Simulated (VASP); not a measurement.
Ge2Sb2Te5, 54 atoms in the cell. The typed cell holds 54 atoms: a = 11.950 Å, b = 11.950 Å, c = 11.950 Å, α = 90.00°, β = 90.00°, γ = 90.00°. 

* Program: VASP 6.6.1
* Task: single point
* Functional: PBE
* Dispersion: D3(BJ)
* Potentials or basis: VASP PAW PBE potentials, release 64 (Te, Ge_d, Sb)
* Cutoff: 520 eV
* k mesh: 1 × 1 × 1
* Occupations: gaussian, width 0.05 eV
* Spin: no spin polarisation
* Dipole correction: no
* Further INCAR settings: LREAL = Auto; ALGO = Normal; EDIFF = 1e-07; NBANDS = 237

Potentials or basis: VASP PAW PBE potentials, release 64 (Te, Ge_d, Sb).

Launch:

```bash
$ cat potpaw_PBE.64/Te/POTCAR potpaw_PBE.64/Ge_d/POTCAR potpaw_PBE.64/Sb/POTCAR > POTCAR
$ mpirun -np 1 vasp_gam > vasp.out
```

Hardware: 1 thread of AMD EPYC 7R13 Processor (Zen 3), with other jobs on the host.

Problem. Estimate the wall time of this run.

Solution. Run time: 12 min on 1 thread of AMD EPYC 7R13 Processor (Zen 3), on a shared host, peak memory 1.4 GiB. Counts: scf iterations 20, k points 1.
